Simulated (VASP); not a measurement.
**C: single point with PBE**

Crystal: C.

```xyz
2
Lattice="0.0000 1.7470 1.7470 1.7470 0.0000 1.7470 1.7470 1.7470 0.0000" Properties=species:S:1:pos:R:3 pbc="T T T"
C     0.0000    0.0000    0.0000
C     0.8735    0.8735    0.8735
```

```yaml
Program: VASP 6.6.1
Task: single point
Functional: PBE
Potentials_or_basis: VASP PAW PBE potentials, release 64 (C)
Cutoff: 520 eV
k_mesh: 10 × 10 × 10
Occupations: methfessel-paxton, width 0.1 eV
Spin: no spin polarisation
Dipole_correction: no
Further_INCAR_settings: ALGO = Normal; EDIFF = 1e-06; NBANDS = 11
```

```
Pressure               : 33.2 GPa
Band gap on the k mesh : 4.30 eV, indirect (least direct gap 5.76 eV)
```

Levels at points of the mesh, in eV from the valence-band top:
| k point | band 1 | band 2 | band 3 | band 4 | band 5 | band 6 | band 7 | band 8 | band 9 |
| --- | --- | --- | --- | --- | --- | --- | --- | --- | --- |
| (0.00, 0.00, 0.00) | -22.33 | 0.00 | 0.00 | 0.00 | 5.76 | 5.76 | 5.76 | 14.78 | 20.11 |
| (0.50, 0.00, 0.00) | -16.19 | -14.08 | -2.96 | -2.96 | 8.72 | 8.72 | 9.70 | 16.26 | 22.82 |
| (0.50, 0.50, 0.00) | -13.21 | -13.21 | -6.68 | -6.68 | 4.89 | 4.89 | 17.77 | 17.77 | 24.42 |

It took 5.3 s on 1 thread of AMD EPYC 7R43 64-Core Processor (Zen 3) (shared host), peak memory 0.08 GiB.

A k mesh can miss the band edges. Expect the measured gap to be larger: semilocal functionals such as PBE lack the derivative discontinuity.
